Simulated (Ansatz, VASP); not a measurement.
## InSb in VASP and in Ansatz

```xyz
4
Lattice="5.4641 0.0000 0.0000 0.0000 5.8262 0.0000 0.0000 0.0000 3.0630" Properties=species:S:1:pos:R:3 pbc="T T T"
In    0.0000    0.0000    0.0000
In    2.7321    2.9131    0.0000
Sb    2.7321    0.0000    2.5576
Sb    0.0000    2.9131    0.5054
```

Change from the starting cell: equal xx and yy strain of +2 %, crystal datasets.

Alike in both runs: task electric field gradients; functional PBE; k mesh 6 × 6 × 11; occupations fermi-dirac, width 0.08 eV; no spin polarisation.

|  | VASP | Ansatz |
| --- | --- | --- |
| version | VASP 6.6.1 | Ansatz 0.2.0 |
| potentials or method | VASP PAW PBE potentials, release 64 (In_d, Sb), cutoff 520 eV | all-electron PAW with datasets made for the crystal, scalar-relativistic |

VASP gave:

| Item | Value |
| --- | --- |
| pressure (GPa) | 13.0 |
| traceless stress, the component that is largest in VASP (GPa) | 9.21 |
| rms of the force components (eV/Å) | 0.247 |
| size of Vzz on the site where it differs most (V/Å²) | 71.6 |

Task: Which values does Ansatz return?

Result: Pressure (GPa): 13.0; traceless stress, the component that is largest in VASP (GPa): 9.23; rms of the force components (eV/Å): 0.247; size of Vzz on the site where it differs most (V/Å²): 65.4.

Atom by atom the forces differ by 0.000 eV/Å (rms over components). Ansatz ran all-electron here, and VASP with PAW potentials.

Neither program's run includes spin-orbit coupling.
